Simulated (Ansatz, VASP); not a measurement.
NaH: VASP beside Ansatz

INCAR

```
ALGO = Normal
EDIFF = 1E-7
ENCUT = 520
GGA = PE
ISIF = 2
ISMEAR = -1
LASPH = True
LCHARG = True
LELF = True
LREAL = False
LVHAR = True
LWAVE = False
NBANDS = 11
NELM = 60
PREC = Accurate
SIGMA = 0.02
```

File KPOINTS:

```
k-points
0
Gamma
  8 8 8
```

POSCAR

```
NaH
1.0
    0.0000000000      2.5969210614      2.5751069245
    2.5969210614      0.0000000000      2.5751069245
    2.5969210614      2.5969210614      0.0000000000
Na H
1 1
Direct
    0.0000000000      0.0000000000      0.0000000000
    0.2500000000      0.2500000000      0.2500000000
```

Input for Ansatz:

```yaml
crystal:
  lattice:
    - [0.0, 2.5969210614, 2.5751069245]
    - [2.5969210614, 0.0, 2.5751069245]
    - [2.5969210614, 2.5969210614, 0.0]
  atoms:
    - { symbol: Na, position: [0.0, 0.0, 0.0] }
    - { symbol: H, position: [0.25, 0.25, 0.25] }
kpoints:
  mp_grid: { grid: [8, 8, 8] }
  band_path:
    path:
      - [0.0, 0.0, 0.0]
      - [-0.5, -0.5, 0.0]
      - [-0.375, -0.375, 0.25]
      - [-0.375, 0.0, 0.375]
      - [0.0, 0.0, 0.5]
      - [-0.5, -0.25, 0.25]
    npoints: 1
hamiltonian:
  xc: pbe
scf:
  occupations: { method: fermi_dirac, width: 0.02 }
  n_extra_bands: 4
output:
  forces: true
  stress: true
  eigenvalues: true
```

Change from the starting cell: uniaxial_z strain -0.8%.

Alike in both runs: task single point; functional PBE; k mesh 8 × 8 × 8; occupations fermi-dirac, width 0.02 eV; no spin polarisation.

|  | VASP | Ansatz |
| --- | --- | --- |
| version | VASP 6.6.1 | Ansatz 0.2.0 |
| potentials or method | VASP PAW PBE potentials, release 64 (Na_pv, H) | plane waves, PAW |
| plane-wave cutoff (eV) | 520 | 420 |
| valence electrons in the cell | 8 | 10 |

VASP gave:

| Quantity | Value |
| --- | --- |
| gap on the k mesh at the Fermi level (eV) | 3.61 |
| pressure (GPa) | 0.4 |

**Question.** What did Ansatz give for the same quantities?

**Answer.** gap on the k mesh at the Fermi level (eV): 3.62; pressure (GPa): 0.4.

VASP's potentials hold 8 valence electrons a cell and Ansatz's 10, so a difference there can come from the potentials and not from the codes.
